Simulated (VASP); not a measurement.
Wanted: the native input for a VASP 6.6.1 run.

```yaml
Task: single point
Functional: PBEsol
Potentials_or_basis: VASP PAW PBE potentials, release 64 (Ti_sv, B)
Cutoff: 500 eV
k_mesh: 6 × 6 × 6
Occupations: methfessel-paxton, width 0.05 eV
Spin: no spin polarisation
Dipole_correction: no
Further_INCAR_settings: ALGO = Normal; EDIFF = 1e-06; NBANDS = 16
```

The structure of TiB2 lies in POSCAR:

```
TiB2
1.0
    0.0000000000      2.5212512865      2.5212512865
    2.5212512865      0.0000000000      2.5212512865
    2.5212512865      2.5212512865      0.0000000000
Ti B
1 2
Direct
    0.0000000000      0.0000000000      0.0000000000
    0.2500000000      0.2500000000      0.2500000000
    0.7500000000      0.7500000000      0.7500000000
```

One way to write it, as run:

INCAR

```
PREC = Accurate
ENCUT = 500
EDIFF = 1E-6
ISMEAR = 1
SIGMA = 0.05
LREAL = F
LASPH = T
NELM = 120
ALGO = Normal
ISIF = 2
LWAVE = F
LCHARG = T
GGA = PS
LELF = T
LVHAR = T
NBANDS = 16
GGA_COMPAT = F
```

KPOINTS

```
regular mesh
0
Gamma
  6 6 6
```

Potentials or basis: VASP PAW PBE potentials, release 64 (Ti_sv, B).

Run with:

```bash
$ cat potpaw_PBE.64/Ti_sv/POTCAR potpaw_PBE.64/B/POTCAR > POTCAR
$ mpirun -np 1 vasp_std > vasp.out
```

Results of the run:

```yaml
Pressure: -0.2 GPa
Band_gap_on_the_k_mesh: zero (bands 9 and 10 overlap by 1.74 eV)
```

Caveat: the PAW data sets were made with another functional, which shifts forces and pressure a little.

It took 9.8 s on 1 thread of Intel Xeon 8259CL, on a shared host, peak memory 0.12 GiB.
